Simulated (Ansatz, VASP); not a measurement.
## One calculation of Pd, two programs

INCAR

```
PREC = Accurate
ENCUT = 520
EDIFF = 1E-6
ISMEAR = -1
SIGMA = 0.05
LREAL = F
LASPH = T
NELM = 60
ALGO = Normal
ISIF = 2
LWAVE = F
LCHARG = F
LDIPOL = T
IDIPOL = 3
DIPOL = 0.5 0.5 0.500
GGA = PS
NBANDS = 33
```

The input KPOINTS:

```
Automatic mesh
0
Gamma
  13 10 1
```

POSCAR

```
Pd
1.0
    2.7410560016      0.0000000000      0.0000000000
    0.0000000000      3.8764385727      0.0000000000
    0.0000000000      0.0000000000     16.3014000000
Pd
5
Direct
    0.0000000000      0.0000000000      0.3373949026
    0.5000000000      0.5000000000      0.4134405476
    0.0000000000      0.0000000000      0.5000000005
    0.5000000000      0.5000000000      0.5865594522
    0.0000000000      0.0000000000      0.6626050974
```

Input for Ansatz:

```yaml
crystal:
  lattice:
    - [2.7410560016, 0.0, 0.0]
    - [0.0, 3.8764385727, 0.0]
    - [0.0, 0.0, 16.3014]
  atoms:
    - { symbol: Pd, position: [0.0, 0.0, 0.3373949026] }
    - { symbol: Pd, position: [0.5, 0.5, 0.4134405476] }
    - { symbol: Pd, position: [0.0, 0.0, 0.5000000005] }
    - { symbol: Pd, position: [0.5, 0.5, 0.5865594522] }
    - { symbol: Pd, position: [0.0, 0.0, 0.6626050974] }
kpoints:
  mp_grid: { grid: [13, 10, 1] }
scf:
  occupations: { method: fermi_dirac, width: 0.05 }
hamiltonian:
  xc: pbesol
  pseudopotentials: { kind: paw }
output:
  forces: true
  stress: true
  eigenvalues: true
efield:
  axis: 3
  amplitude: 0
  dipole_correction: true
```

Alike in both runs: task single point; functional PBEsol; k mesh 13 × 10 × 1; occupations fermi-dirac, width 0.05 eV; no spin polarisation.

```csv
,VASP,Ansatz
version,VASP 6.6.1,Ansatz 0.2.0
potentials or method,"VASP PAW PBE potentials, release 64 (Pd)","PAW with Ansatz's default frozen-core files, scalar-relativistic"
plane-wave cutoff (eV),520,420
valence electrons in the cell,50,90
```

|  | VASP | Ansatz | Ansatz less VASP |
| --- | --- | --- | --- |
| rms of the force components (eV/Å) | 0.011 | 0.001 | -0.0095 |

VASP's potentials were made for PBE, not for PBEsol. Atom by atom the forces differ by 0.010 eV/Å (rms over components). VASP's potentials hold 50 valence electrons a cell and Ansatz's 90, so a difference there can come from the potentials and not from the codes. Ansatz's warnings: vacuum density over bound.
